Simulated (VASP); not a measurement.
A run of VASP 6.6.1:

Contents of INCAR:

```
  ALGO = Normal
  EDIFF = 1E-6
  ENCUT = 520
  GGA = PE
  ISIF = 2
  ISMEAR = 0
  IVDW = 12
  LASPH = T
  LCHARG = F
  LREAL = F
  LWAVE = F
  NBANDS = 22
  NELM = 80
  PREC = Accurate
  SIGMA = 0.02
```

KPOINTS

```
k-points
0
Gamma
  8 8 4
```

Contents of POSCAR:

```
Br
1.0
    3.5634373706     -2.0868698930      0.0000000000
    3.5634373706      2.0868698930      0.0000000000
    0.0000000000      0.0000000000      8.6123917000
Br
4
Direct
    0.8511687762      0.1488312238      0.1189274016
    0.6488312238      0.3511687762      0.6189274016
    0.1488312238      0.8511687762      0.8810725984
    0.3511687762      0.6488312238      0.3810725984
```

Potentials or basis: VASP PAW PBE potentials, release 64 (Br).

Run with:

```sh
$ cat potpaw_PBE.64/Br/POTCAR > POTCAR
$ mpirun -np 1 vasp_std > vasp.out
```

Hardware: 1 thread of Intel(R) Xeon(R) Platinum 8488C (Sapphire Rapids), with other jobs on the host.

**Question.** How long does it take, and how much memory?

**Answer.** Run time: 90 s on 1 thread of Intel(R) Xeon(R) Platinum 8488C (Sapphire Rapids) (shared host), peak memory 0.31 GiB. Counts: scf iterations 12, k points 63.
